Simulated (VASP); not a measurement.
Set up this calculation in VASP 6.6.1, as the native input.

```yaml
Task: single point
Functional: LDA
Potentials_or_basis: VASP PAW LDA potentials, release 64 (Al, N)
Cutoff: 520 eV
k_mesh: 9 × 9 × 6
Occupations: gaussian, width 0.01 eV
Spin: no spin polarisation
Dipole_correction: no
Further_INCAR_settings: ALGO = Normal; EDIFF = 1e-07; NBANDS = 16
```

The structure of AlN lies in POSCAR:

```
AlN
1.0
    3.0887705706      0.0000000000      0.0000000000
   -1.5443852853      2.6749537806      0.0000000000
    0.0000000000      0.0000000000      4.9435398773
Al N
2 2
Direct
    0.3333333333      0.6666666667      0.0000129499
    0.6666666667      0.3333333333      0.5000129499
    0.3333333333      0.6666666667      0.3819870501
    0.6666666667      0.3333333333      0.8819870501
```

The input as run:

INCAR

```
ALGO = Normal
EDIFF = 1E-7
ENCUT = 520
GGA = CA
ISIF = 2
ISMEAR = 0
LASPH = True
LCHARG = True
LELF = True
LREAL = False
LVHAR = True
LWAVE = False
NBANDS = 16
NELM = 80
PREC = Accurate
SIGMA = 0.01
```

KPOINTS

```
k-points
0
Gamma
  9 9 6
```

Potentials or basis: VASP PAW LDA potentials, release 64 (Al, N).

Command:

```console
$ cat potpaw_LDA.64/Al/POTCAR potpaw_LDA.64/N/POTCAR > POTCAR
$ mpirun -np 1 vasp_std > vasp.out
```

It gave:

- Pressure: 0.6 GPa
- Band gap on the k mesh: 4.42 eV

Caveat: an odd mesh through Γ misses points on the zone boundary, where band edges can lie.

Run time: 29 s on 1 thread of Intel(R) Xeon(R) Platinum 8175M CPU @ 2.50GHz (Skylake/Cascade Lake), on a shared host, peak memory 0.15 GiB.
